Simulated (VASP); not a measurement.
# SnO2 (P-1) in VASP: single point with PBE

Aim: the single point of SnO2 with PBE.

Program: VASP 6.6.1. These are calculated values, not measurements. Logs are shortened: lines on timing, memory, paths and dates and some standing lists are left out, and cuts for length are marked.

### 1 The cell of the first run

The typed cell holds 3 atoms: a = 3.761 Å, b = 3.785 Å, c = 3.770 Å, α = 60.75°, β = 59.62°, γ = 60.75°.

### 2 Single point, PBE (strained and its atoms moved)

The input, INCAR:

```
SYSTEM = SnO2
PREC = Accurate ; ENCUT = 520
EDIFF = 1E-6 ; ISMEAR = 0
SIGMA = 0.1 ; LREAL = .False.
LASPH = .True. ; NELM = 100
ALGO = Normal ; ISIF = 2
LWAVE = .False. ; LCHARG = .True.
GGA = PE ; LELF = .True.
LVHAR = .True. ; NBANDS = 20
```

The input, KPOINTS:

```
Automatic mesh
0
Gamma
  12 12 12
  0 0 0
```

The input, POSCAR:

```
SnO2
1.0
   -0.0014672655      2.6790980955      2.6390443215
    2.6775278640     -0.0370935015      2.6746705575
    2.6469212205      2.6841176880     -0.0064868580
Sn O
1 2
Direct
    0.0000000000      0.0000000000      0.0000000000
    0.3067084445      0.1566240339      0.2405749296
    0.6932915555      0.8433759661      0.7594250704
```

Potentials or basis: VASP PAW PBE potentials, release 64 (Sn_d, O).

Run with:

```bash
cat potpaw_PBE.64/Sn_d/POTCAR potpaw_PBE.64/O/POTCAR > POTCAR
mpirun -np 1 vasp_std > vasp.out
```

OUTCAR:

```text
SYSTEM = SnO2
   PREC = Accurate
   ENCUT = 520
   EDIFF = 1E-6
   ISMEAR = 0
   LREAL = .False.
   LASPH = .True.
   NELM = 100
   ISIF = 2
   GGA = PE

 ion  position               nearest neighbor table
   1  0.000  0.000  0.000-   3 2.14   2 2.14   3 2.18   2 2.18   2 2.36   3 2.36   2 2.64   3 2.64

   2  0.307  0.157  0.241-   1 2.14   1 2.18   1 2.36   1 2.64
   3  0.693  0.843  0.759-   1 2.14   1 2.18   1 2.36   1 2.64

  LATTYP: Found a triclinic cell.
 ALAT       =     3.7433704052
 B/A-ratio  =     1.4228067391
 C/A-ratio  =     1.0046030981
 COS(alpha) =     0.0008409461
 COS(beta)  =     0.4952725216
 COS(gamma) =     0.7035896667

  Lattice vectors:

 A1 = (   2.6483884860,   0.0050195925,  -2.6455311795)
 A2 = (   5.3259163500,  -0.0320739090,   0.0291393780)
 A3 = (   0.0014672655,  -2.6790980955,  -2.6390443215)

Analysis of symmetry for initial positions (statically):
=====================================================================
 Subroutine PRICEL returns:
 Original cell was already a primitive cell.

 Routine SETGRP: Setting up the symmetry group for a
 triclinic supercell.

 Subroutine GETGRP returns: Found  2 space group operations
 (whereof  2 operations were pure point group operations)
 out of a pool of  2 trial point group operations.

The static configuration has the point symmetry S_2 .

Analysis of symmetry for dynamics (positions and initial velocities):
=====================================================================
 Subroutine PRICEL returns:
 Original cell was already a primitive cell.

 Routine SETGRP: Setting up the symmetry group for a
 triclinic supercell.

 Subroutine GETGRP returns: Found  2 space group operations
 (whereof  2 operations were pure point group operations)
 out of a pool of  2 trial point group operations.

The dynamic configuration has the point symmetry S_2 .

 Subroutine INISYM returns: Found  2 space group operations
 (whereof  2 operations are pure point group operations),
 and found     1 'primitive' translations

----------------------------------------------------------------------------------------

                                     Primitive cell

  volume of cell :      38.2495

  direct lattice vectors                    reciprocal lattice vectors
    -0.001467266  2.679098096  2.639044322    -0.187685771  0.185545118  0.190459493
     2.677527864 -0.037093502  2.674670557     0.185646386 -0.182625392  0.185500383
     2.646921220  2.684117688 -0.006486858     0.189900341  0.184839963 -0.187539767

  length of vectors
     3.760601506  3.784758114  3.769711102     0.325465448  0.319729584  0.324652300

  position of ions in fractional coordinates (direct lattice)
     0.000000000  0.000000000  0.000000000
     0.306708445  0.156624034  0.240574930
     0.693291555  0.843375966  0.759425070

  ion indices of the primitive-cell ions
   primitive index   ion index
                 1           1
                 2           2
                 3           3

----------------------------------------------------------------------------------------

 KPOINTS: Automatic mesh

Automatic generation of k-mesh.
 Grid dimensions read from file:
 generate k-points for:   12   12   12

 Generating k-lattice:

  Cartesian coordinates                     Fractional coordinates (reciprocal lattice)
    -0.015640481  0.015462093  0.015871624     0.083333333 -0.000000000 -0.000000000
     0.015470532 -0.015218783  0.015458365    -0.000000000  0.083333333  0.000000000
     0.015825028  0.015403330 -0.015628314     0.000000000  0.000000000  0.083333333

  Length of vectors
     0.027122121  0.026644132  0.027054358

  Shift w.r.t. Gamma in fractional coordinates (k-lattice)
     0.000000000  0.000000000  0.000000000

 Subroutine IBZKPT returns following result:
 ===========================================

 Found    868 irreducible k-points:

 Following reciprocal coordinates:
            Coordinates               Weight
  0.000000  0.000000  0.000000      1.000000
  0.083333  0.000000  0.000000      2.000000
  0.166667  0.000000  0.000000      2.000000
  0.250000  0.000000  0.000000      2.000000
  0.333333  0.000000 -0.000000      2.000000
  0.416667  0.000000  0.000000      2.000000
[... 16 lines left out ...]
  0.250000  0.166667  0.000000      2.000000
  0.333333  0.166667  0.000000      2.000000
 [... further k-points ...]
   k-points           NKPTS =    868   k-points in BZ     NKDIM =    868   number of bands    NBANDS=     20
   number of dos      NEDOS =    301   number of ions     NIONS =      3
   total plane-waves  NPLWV =  21952
   dimension x,y,z NGX =    28 NGY =   28 NGZ =   28
   dimension x,y,z NGXF=    56 NGYF=   56 NGZF=   56
   ions per type =               1   2
   NGX,Y,Z   is equivalent  to a cutoff of  12.38, 12.30, 12.35 a.u.
   NGXF,Y,Z  is equivalent  to a cutoff of  24.76, 24.60, 24.70 a.u.
 SYSTEM =  SnO2
   PREC   = accura    normal or accurate (medium, high low for compatibility)
   ISTART =      0    job   : 0-new  1-cont  2-samecut
   ICHARG =      2    charge: 1-file 2-atom 10-const
   ISPIN  =      1    spin polarized calculation?
   LNONCOLLINEAR =      F non collinear calculations
   LSORBIT =      F    spin-orbit coupling
   LASPH  =      T    aspherical Exc in radial PAW
   ENCUT  =  520.0 eV  38.22 Ry    6.18 a.u.   6.99  7.04  7.01*2*pi/ulx,y,z
   NELM   =    100;   NELMIN=  2; NELMDL= -5     # of ELM steps
   EDIFF  = 0.1E-05   stopping-criterion for ELM
   LREAL  =      F    real-space projection
   EDIFFG = 0.1E-04   stopping-criterion for IOM
   NSW    =      0    number of steps for IOM
   IBRION =     -1    ionic relax: 0-MD 1-quasi-New 2-CG
   NFREE  =      0    steps in history (QN), initial steepest desc. (CG)
   ISIF   =      2    stress and relaxation
   ISYM   =      2    0-nonsym 1-usesym 2-fastsym
   POTIM  = 0.5000    time-step for ionic-motion
   TEBEG  =    0.0;   TEEND  =   0.0 temperature during run
   PSTRESS=    0.0 pullay stress
   NELECT =      26.0000    total number of electrons
   NUPDOWN=      -1.0000    fix difference up-down
   EMIN   =  10.00;   EMAX   =-10.00  energy-range for DOS
   EFERMI =   0.00;   METHOD = LEGACY
   ISMEAR =     0;   SIGMA  =   0.10  broadening in eV -4-tet -1-fermi 0-gaus
   EFERMI_NEDOS =   21; number of points for ismear=-14 and -15
   IALGO  =     38    algorithm
   IMIX   =      4    mixing-type and parameters
     AMIX     =   0.40;   BMIX     =  1.00
     AMIX_MAG =   1.60;   BMIX_MAG =  1.00
  volume/ion in A,a.u.               =      12.75        86.04
  Fermi-wavevector in a.u.,A,eV,Ry     =   1.439430  2.720129 28.190720  2.071960
  Thomas-Fermi vector in A             =   2.558287
   LORBIT       =      0    0 simple, 1 ext, 2 COOP (PROOUT), +10 PAW based schemes
   GGA     = PE    functional components
   LHFCALC =     F    Hartree Fock is set to
   AEXX    =    0.0000 exact exchange contribution
   IVDW    =     0    specifies the selected vdW correction
   LEPSILON=     F    determine dielectric tensor
   LRPA    =     F    only Hartree local field effects (RPA)
 non-spin polarized calculation
 Gauss-broadening in eV      SIGMA  =   0.10
  energy-cutoff  :      520.00
  volume of cell :       38.25
 maximum number of plane-waves:      1044
   NGX = 13   NGY = 15   NGZ = 13

 number of electron      25.9999992 magnetization

 Free energy of the ion-electron system (eV)
  ---------------------------------------------------
  ext. energy  EPLUGINS =         0.00000000
  ---------------------------------------------------
  free energy    TOTEN  =       -16.58607614 eV

  energy without entropy =      -16.58267746  energy(sigma->0) =      -16.58437680

 E-fermi :   6.3688     XC(G=0): -11.0441

 val. band max:        6.3578433575   @ k =   0.0833  -0.3333   0.4167
 cond. band min:       6.3749551591   @ k =   0.1667   0.0833   0.0833
 fundamental gap:      0.0171118016
 Fermi energy:         6.3687773393

 k-point     1 :       0.0000    0.0000    0.0000
  band No.  band energies     occupation
      1     -15.0270      2.00000
      2     -14.7502      2.00000
      3     -14.7198      2.00000
      4     -14.6545      2.00000
      5     -14.6250      2.00000
      6     -12.6351      2.00000
[... 12 lines left out ...]
     19      20.0471      0.00000
     20      20.3967      0.00000

 k-point     2 :       0.0833    0.0000    0.0000
  band No.  band energies     occupation
      1     -15.0061      2.00000
      2     -14.7493      2.00000
      3     -14.7319      2.00000
      4     -14.6531      2.00000
      5     -14.6256      2.00000
      6     -12.6082      2.00000
[... 12 lines left out ...]
     19      20.0006      0.00000
     20      20.5948      0.00000

 k-point     3 :       0.1667    0.0000    0.0000
  band No.  band energies     occupation
      1     -14.9522      2.00000
      2     -14.7693      2.00000
      3     -14.7473      2.00000
      4     -14.6521      2.00000
      5     -14.6193      2.00000
      6     -12.5178      2.00000
[... 12 lines left out ...]
     19      19.9185      0.00000
     20      21.1580      0.00000

 k-point     4 :       0.2500    0.0000    0.0000
  band No.  band energies     occupation
      1     -14.8910      2.00000
      2     -14.8228      2.00000
      3     -14.7463      2.00000
      4     -14.6523      2.00000
      5     -14.5998      2.00000
      6     -12.3492      2.00000
[... 12 lines left out ...]
     19      20.1602      0.00000
     20      21.7443      0.00000

 k-point     5 :       0.3333    0.0000   -0.0000
  band No.  band energies     occupation
      1     -14.9015      2.00000
      2     -14.8211      2.00000
      3     -14.7464      2.00000
      4     -14.6499      2.00000
      5     -14.5733      2.00000
      6     -12.1144      2.00000
[... 12 lines left out ...]
     19      20.4732      0.00000
     20      21.8146      0.00000
[... 353 lines left out ...]
      6     -12.4770      2.00000
[... 12 lines left out ...]
     19      20.2042      0.00000
     20      20.5592      0.00000

 k-point    22 :       0.1667    0.1667    0.0000
  band No.  band energies     occupation
      1     -14.9500      2.00000
      2     -14.7920      2.00000
      3     -14.7331      2.00000
      4     -14.6561      2.00000
      5     -14.6186      2.00000
      6     -12.4579      2.00000
[... 12 lines left out ...]
     19      20.7341      0.00000
     20      20.8299      0.00000

 k-point    23 :       0.2500    0.1667    0.0000
  band No.  band energies     occupation
      1     -14.8760      2.00000
      2     -14.8425      2.00000
      3     -14.7336      2.00000
      4     -14.6579      2.00000
      5     -14.5992      2.00000
      6     -12.3663      2.00000
[... 12 lines left out ...]
     19      20.7958      0.00000
     20      21.5662      0.00000

 k-point    24 :       0.3333    0.1667    0.0000
  band No.  band energies     occupation
      1     -14.9155      2.00000
      2     -14.8015      2.00000
      3     -14.7339      2.00000
      4     -14.6568      2.00000
      5     -14.5726      2.00000
      6     -12.1904      2.00000
[... 12 lines left out ...]
     19      20.4790      0.00000
     20      22.3333      0.00000

 [... further k-points ...]
[... 5 lines left out ...]
  --------------------------------------------------------------------------------------
  -------------------------------------------------------------------------------------
  Total        2.1673957     -2.6230298     -2.2333987      0.5016750      0.7832749     -0.2770195
  in kB       90.7868282   -109.8722092    -93.5515302     21.0139212     32.8094401    -11.6036603
  external PRESSURE =     -37.5456370 kB  Pullay stress =       0.0000000 kB

 VOLUME and BASIS-vectors are now :
 -----------------------------------------------------------------------------
  energy-cutoff  :      520.00
  volume of cell :       38.25
      direct lattice vectors                 reciprocal lattice vectors
    -0.001467266  2.679098096  2.639044322    -0.187685771  0.185545118  0.190459493
     2.677527864 -0.037093502  2.674670557     0.185646386 -0.182625392  0.185500383
     2.646921220  2.684117688 -0.006486858     0.189900341  0.184839963 -0.187539767

 POSITION                                       TOTAL-FORCE (eV/Angst)
 -----------------------------------------------------------------------------------
      0.00000      0.00000      0.00000         0.000000     -0.000000     -0.000000
      1.05570      1.46162      1.22677         3.854865     -0.496790      0.168391
      4.26728      3.86450      4.08045        -3.854865      0.496790     -0.168391
 -----------------------------------------------------------------------------------
    total drift:                                0.000000      0.000000      0.000000

  FREE ENERGIE OF THE ION-ELECTRON SYSTEM (eV)
  ---------------------------------------------------
  free  energy   TOTEN  =       -16.5860761392 eV

  energy  without entropy=      -16.5826774628  energy(sigma->0) =      -16.58437680
```

Wall time 11 min (1 thread of Intel Xeon Platinum 8259CL at 2.50GHz (Skylake/Cascade Lake), shared host); peak memory 0.64 GiB.

Results:

| Quantity | Value |
| --- | --- |
| Free energy | -16.5861 eV |
| Pressure | -3.8 GPa |
| Largest force | 3.890 eV/Å |
| Band gap on the k mesh | zero (band 13 reaches 6.38 eV, above the bottom of band 14 at 5.38 eV) |

Forces on the atoms (eV/Å):
```
Sn   0.000  0.000  0.000
O    3.855 -0.497  0.168
O   -3.855  0.497 -0.168
```

Levels at points of the mesh, in eV from the Fermi level:
| k point | band 9 | band 10 | band 11 | band 12 | band 13 | band 14 | band 15 | band 16 | band 17 | band 18 |
| --- | --- | --- | --- | --- | --- | --- | --- | --- | --- | --- |
| (0.00, 0.00, 0.00) | -3.13 | -2.96 | -2.48 | -1.66 | -1.64 | -0.99 | 5.51 | 6.54 | 8.30 | 11.37 |
| (0.50, 0.00, 0.00) | -4.84 | -3.33 | -2.51 | -2.12 | -0.72 | 3.86 | 5.60 | 7.40 | 10.09 | 11.79 |
| (0.00, 0.50, 0.00) | -4.03 | -3.93 | -3.44 | -2.64 | -1.86 | 1.57 | 5.97 | 7.91 | 10.66 | 13.48 |
| (0.50, 0.50, 0.00) | -5.54 | -4.54 | -1.82 | -0.62 | 0.01 | 3.11 | 4.21 | 8.98 | 9.50 | 10.39 |
| (0.00, 0.00, 0.50) | -4.96 | -3.78 | -2.86 | -1.46 | -1.32 | 2.51 | 5.40 | 7.18 | 11.41 | 11.63 |
| (0.50, 0.00, 0.50) | -5.48 | -4.53 | -1.68 | -0.70 | -0.03 | 3.14 | 4.39 | 8.81 | 9.68 | 10.24 |
| (0.00, 0.50, 0.50) | -5.78 | -4.67 | -0.86 | -0.79 | -0.14 | 1.80 | 5.03 | 7.89 | 9.18 | 11.08 |
| (0.50, 0.50, 0.50) | -4.82 | -3.41 | -2.65 | -1.98 | -0.77 | 3.71 | 5.26 | 7.44 | 10.29 | 11.80 |

Caveat: the cell differs from its parent crystal (strained and its atoms moved); spin-orbit coupling is left out, which moves the levels of the heavy elements; forces of over 1 eV/Å act on the atoms, so gaps and moduli don't describe the material at rest.
